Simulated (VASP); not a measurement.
# Ga (Pm-3m) in VASP: further runs, part 2 of 2

VASP 6.6.1. Earlier steps stand in the parts before.

### 7 Relaxation of cell and atoms, revPBE

This run uses another cell than the first one, of 21.16 Å³/atom, 1.017 times its volume.

The input, INCAR:

```
PREC = Accurate ; ENCUT = 600
EDIFF = 1E-6 ; ISMEAR = -1
SIGMA = 0.1 ; LREAL = F
LASPH = T ; NELM = 60
ALGO = Normal ; ISIF = 3
LWAVE = F ; LCHARG = F
GGA = RE ; IBRION = 2
NSW = 80 ; EDIFFG = -0.01
```

The input, KPOINTS:

```
regular mesh
0
Gamma
  11 11 11
```

The input, POSCAR:

```
Ga
1.0
    2.7660252371      0.0000000000      0.0000000000
    0.0000000000      2.7660252371      0.0000000000
    0.0000000000      0.0000000000      2.7660252371
Ga
1
Direct
    0.0000000000      0.0000000000      0.0000000000
```

Potentials or basis: VASP PAW PBE potentials, release 64 (Ga_d).

Command:

```
$ cat potpaw_PBE.64/Ga_d/POTCAR > POTCAR
$ mpirun -np 1 vasp_std > vasp.out
```

OUTCAR:

```text
PREC = Accurate
   ENCUT = 600
   EDIFF = 1E-6
   ISMEAR = -1
   LREAL = F
   LASPH = T
   NELM = 60
   ISIF = 3
   GGA = RE
   IBRION = 2
   NSW = 80
   EDIFFG = -0.01

 ion  position               nearest neighbor table
   1  0.000  0.000  0.000-

  LATTYP: Found a simple cubic cell.
 ALAT       =     2.7660252371

  Lattice vectors:

 A1 = (   2.7660252371,   0.0000000000,   0.0000000000)
 A2 = (   0.0000000000,   2.7660252371,   0.0000000000)
 A3 = (   0.0000000000,   0.0000000000,   2.7660252371)
[... 539 lines left out ...]

------------------------ aborting loop because EDIFF is reached ----------------------------------------

  FORCE on cell =-STRESS in cart. coord.  units (eV):
  Direction    XX          YY          ZZ          XY          YZ          ZX
  --------------------------------------------------------------------------------------
  -------------------------------------------------------------------------------------
  Total        0.0013381      0.0013381      0.0013381      0.0000000     -0.0000000      0.0000000
  in kB        0.1024660      0.1024660      0.1024660      0.0000000     -0.0000000      0.0000000
  external PRESSURE =       0.1024660 kB  Pullay stress =       0.0000000 kB

 VOLUME and BASIS-vectors are now :
 -----------------------------------------------------------------------------
  energy-cutoff  :      600.00
  volume of cell :       20.92
      direct lattice vectors                 reciprocal lattice vectors
     2.755532840  0.000000000 -0.000000000     0.362906217 -0.000000000 -0.000000000
     0.000000000  2.755532840 -0.000000000    -0.000000000  0.362906217 -0.000000000
     0.000000000  0.000000000  2.755532840     0.000000000  0.000000000  0.362906217

 POSITION                                       TOTAL-FORCE (eV/Angst)
 -----------------------------------------------------------------------------------
      0.00000      0.00000      0.00000         0.000000      0.000000      0.000000
 -----------------------------------------------------------------------------------
    total drift:                                0.000000     -0.000000      0.000000

  FREE ENERGIE OF THE ION-ELECTRON SYSTEM (eV)
  ---------------------------------------------------
  free  energy   TOTEN  =        -2.5397543398 eV

  energy  without entropy=       -2.5231607706  energy(sigma->0) =       -2.53145756

 reached required accuracy - stopping structural energy minimisation
```

OSZICAR:

```text
N       E                     dE             d eps       ncg     rms          rms(c)
DAV:   1     0.382486939036E+02    0.38249E+02   -0.75924E+03  1144   0.232E+03
DAV:   2    -0.104382954206E+01   -0.39293E+02   -0.38510E+02  1130   0.249E+02
DAV:   3    -0.254014146521E+01   -0.14963E+01   -0.14931E+01  1326   0.456E+01
DAV:   4    -0.255436162366E+01   -0.14220E-01   -0.14217E-01  1256   0.465E+00
DAV:   5    -0.255457566731E+01   -0.21404E-03   -0.21404E-03  1376   0.514E-01    0.822E-01
DAV:   6    -0.254075995791E+01    0.13816E-01   -0.38721E-02  1286   0.400E+00    0.426E-01
DAV:   7    -0.253929122961E+01    0.14687E-02   -0.79425E-03  1340   0.150E+00    0.125E-01
DAV:   8    -0.253921874619E+01    0.72483E-04   -0.86605E-04  1192   0.490E-01    0.135E-02
DAV:   9    -0.253923076491E+01   -0.12019E-04   -0.15523E-05  1498   0.460E-02    0.365E-03
DAV:  10    -0.253923114722E+01   -0.38231E-06   -0.63864E-07   832   0.888E-03
   1 F= -.25392311E+01 E0= -.25309814E+01  d E =-.253923E+01
       N       E                     dE             d eps       ncg     rms          rms(c)
DAV:   1    -0.255895505903E+01   -0.19724E-01   -0.25224E-01  1182   0.101E+01    0.799E-01
DAV:   2    -0.254359516969E+01    0.15360E-01   -0.30236E-02  1232   0.371E+00    0.356E-01
DAV:   3    -0.254020551334E+01    0.33897E-02   -0.38023E-03  1218   0.121E+00    0.867E-02
DAV:   4    -0.253975378519E+01    0.45173E-03   -0.34557E-04  1558   0.373E-01    0.221E-03
DAV:   5    -0.253975433985E+01   -0.55465E-06   -0.10897E-06   884   0.153E-02
   2 F= -.25397543E+01 E0= -.25314576E+01  d E =-.523193E-03
```

It took 7.2 s on 1 thread of Intel Xeon Platinum 8488C (Sapphire Rapids), shared host; peak memory 0.15 GiB.

What came out:

| Property | Result |
| --- | --- |
| Free energy | -2.5398 eV |
| Relaxed volume | 20.92 Å³/atom |
| Relaxed cell | a = 2.756 Å, b = 2.756 Å, c = 2.756 Å, α = 90.00°, β = 90.00°, γ = 90.00° |
| Space group after relaxing (to 0.05 Å) | Pm-3m (No. 221) |
| Energy gained by relaxing | 0.5 meV/atom |
| Ionic steps | 2 |
| Pressure after relaxing | 0.0 GPa |

The path:
```csv
step,energy change (eV),largest force (eV/Å),pressure (GPa),volume (Å³)
1,0.0000,0.0000,-0.60,21.16
2,-0.0005,0.0000,0.01,20.92
```

Final structure:
```
CELL_PARAMETERS angstrom
2.75553 0.00000 0.00000
0.00000 2.75553 0.00000
0.00000 0.00000 2.75553
ATOMIC_POSITIONS crystal
Ga 0.00000 0.00000 0.00000
```

Caveat: the PAW data sets were made with another functional, which shifts forces and pressure a little.

### 8 Overview

| task | cell | k mesh | cutoff (eV) | gap on the mesh (eV) | pressure (GPa) |
| --- | --- | --- | --- | --- | --- |
| single point | a = 2.750 Å, 1 atom | 11 × 11 × 11 | 520 | none | 0.1 |
| single point | a = 2.635 Å, 1 atom | 13 × 13 × 13 | 520 | none | 7.2 |
| single point | a = 2.675 Å, 1 atom | 13 × 13 × 13 | 520 | none | 4.2 |
| single point | a = 2.750 Å, 1 atom | 13 × 13 × 13 | 520 | none | -0.1 |
| single point | a = 2.822 Å, 1 atom | 13 × 13 × 13 | 520 | none | -2.6 |
| relaxation of cell and atoms | relaxed from a = 2.766 Å, 1 atom | 11 × 11 × 11 | 600 | none | 0.0 |

Alike in all rows: level revPBE; potentials or basis VASP PAW PBE potentials, release 64 (Ga_d); no spin polarisation; smearing fermi-dirac 0.1 eV.

Caveats: the PAW data sets were made with another functional, which shifts forces and pressure a little.

Total energies depend on the potentials used, so only differences within one code and one set of settings carry meaning.
